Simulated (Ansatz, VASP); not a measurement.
## One calculation of Sb, two programs

File POSCAR:

```
Sb
1.0
    2.1401607480      1.2356223840      3.7649545526
   -2.1401607480      1.2356223840      3.7649545526
    0.0000000000     -2.4712447680      3.7649545526
Sb
2
Direct
    0.2682562500      0.2682562500      0.2682562500
    0.7317437500      0.7317437500      0.7317437500
```

Contents of INCAR.step1:

```
PREC = Accurate
ENCUT = 520
ISMEAR = -1
SIGMA = 0.05
LREAL = F
LASPH = T
NELM = 80
NBANDS = 12
GGA = PE
ALGO = Normal
EDIFF = 1E-4
LWAVE = T
LCHARG = F
```

The input INCAR.step2:

```
PREC = Accurate
ENCUT = 520
EDIFF = 1E-8
ISMEAR = -1
SIGMA = 0.05
LREAL = F
LASPH = T
NELM = 80
ALGO = Normal
ISIF = 2
LWAVE = F
LCHARG = F
METAGGA = R2SCAN
LMIXTAU = T
LEFG = T
NBANDS = 12
ISTART = 1
```

Contents of KPOINTS:

```
Automatic mesh
0
Gamma
  11 11 11
```

Input for Ansatz:

```yaml
crystal:
  lattice:
    - [2.140160748, 1.235622384, 3.7649545526]
    - [-2.140160748, 1.235622384, 3.7649545526]
    - [0.0, -2.471244768, 3.7649545526]
  atoms:
    - { symbol: Sb, position: [0.26825625, 0.26825625, 0.26825625] }
    - { symbol: Sb, position: [0.73174375, 0.73174375, 0.73174375] }
kpoints:
  mp_grid: { grid: [11, 11, 11] }
scf:
  occupations: { method: fermi_dirac, width: 0.05 }
hamiltonian:
  xc: r2scan
  pseudopotentials: { kind: all_electron, datasets: crystal }
output:
  forces: true
  stress: true
  eigenvalues: true
  efg: { contact_densities: true }
```

Change from the starting cell: volume scaled by 0.95, crystal datasets.

Alike in both runs: task electric field gradients; functional r2SCAN; k mesh 11 × 11 × 11; occupations fermi-dirac, width 0.05 eV; no spin polarisation.

|  | VASP | Ansatz |
| --- | --- | --- |
| version | VASP 6.6.1 | Ansatz 0.2.0 |
| potentials or method | VASP PAW PBE potentials, release 64 (Sb), cutoff 520 eV | all-electron PAW with datasets made for the crystal, scalar-relativistic |

```tsv
	VASP	Ansatz	Ansatz less VASP
pressure (GPa)	3.3	3.1	-0.17
traceless stress, the component that is largest in VASP (GPa)	-0.30	-0.23	+0.063
rms of the force components (eV/Å)	0.214	0.173	-0.0414
size of Vzz on the site where it differs most (V/Å²)	65.0	71.2	+6.18
```

VASP's potentials were made for PBE, not for r2SCAN. Atom by atom the forces differ by 0.041 eV/Å (rms over components). Ansatz ran all-electron here, and VASP with PAW potentials.

Spin-orbit coupling is off throughout.
